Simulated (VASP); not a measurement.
Write the native input for VASP 6.6.1 that does the following.

* Task: single point
* Functional: PBE
* Potentials or basis: VASP PAW PBE potentials, release 64 (Ga_d, P)
* Cutoff: 520 eV
* k mesh: 10 × 10 × 10
* Occupations: methfessel-paxton, width 0.4 eV
* Spin: no spin polarisation
* Dipole correction: no
* Further INCAR settings: ALGO = Normal; EDIFF = 1e-06; NBANDS = 16

The structure of GaP lies in POSCAR:

```
GaP
1.0
    0.0000000000      2.8769570149      2.4454134627
    2.8769570149      0.0000000000      2.4454134627
    2.8769570149      2.8769570149      0.0000000000
Ga P
1 1
Direct
    0.0000000000      0.0000000000      0.0000000000
    0.7500000000      0.7500000000      0.7500000000
```

This cell differs from its parent crystal: ratio of the length along z to the lengths across it x 0.85, volume and fractional coordinates fixed.

One way to write it, as run:

INCAR

```
PREC = Accurate ; ENCUT = 520
EDIFF = 1E-6 ; ISMEAR = 1
SIGMA = 0.4 ; LREAL = False
LASPH = True ; NELM = 80
ALGO = Normal ; ISIF = 2
LWAVE = False ; LCHARG = True
GGA = PE ; LELF = True
LVHAR = True ; NBANDS = 16
```

KPOINTS

```
Automatic mesh
0
Gamma
  10 10 10
```

Potentials or basis: VASP PAW PBE potentials, release 64 (Ga_d, P).

Command:

```sh
$ cat potpaw_PBE.64/Ga_d/POTCAR potpaw_PBE.64/P/POTCAR > POTCAR
$ mpirun -np 1 vasp_std > vasp.out
```

It gave:

```yaml
Pressure: 1.8 GPa
```

Wall time 51 s on 1 thread of Intel(R) Xeon(R) Platinum 8488C (Sapphire Rapids) (shared host), peak memory 0.2 GiB.
